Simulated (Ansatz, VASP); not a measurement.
## One calculation of CaC2, two programs

```xyz
3
Lattice="-1.8789 1.8789 3.2958 1.8789 -1.8789 3.2958 1.8789 1.8789 -3.2958" Properties=species:S:1:pos:R:3 pbc="T T T"
Ca    0.0000    0.0000    0.0000
C     0.0000    0.0000    3.9528
C     0.0000    0.0000    2.6387
```

Change from the starting cell: strain +0.0500 x Voigt [0, 0, 1, 0, 0, 0], atoms carried along.

Alike in both runs: task single point; functional LDA; k mesh 10 × 10 × 10; occupations gaussian, width 0.05 eV; no spin polarisation.

```csv
,VASP,Ansatz
version,VASP 6.6.1,Ansatz 0.2.0
potentials or method,"VASP PAW LDA potentials, release 64 (Ca_sv, C), cutoff 600 eV","scalar-relativistic, plane waves, PAW"
valence electrons in the cell,18,18
```

```csv
,VASP,Ansatz,Ansatz less VASP
gap on the k mesh at the Fermi level (eV),0.65,0.66,+0.013
least direct gap on the mesh (eV),1.82,1.84,+0.012
pressure (GPa),-8.5,-8.8,-0.31
"traceless stress, the component that is largest in VASP (GPa)",-16.35,-16.54,-0.186
rms of the force components (eV/Å),1.710,1.747,+0.0371
```

LDA's correlation is that of Perdew and Zunger in VASP and of Perdew and Wang (1992) in Ansatz. Atom by atom the forces differ by 0.037 eV/Å (rms over components).
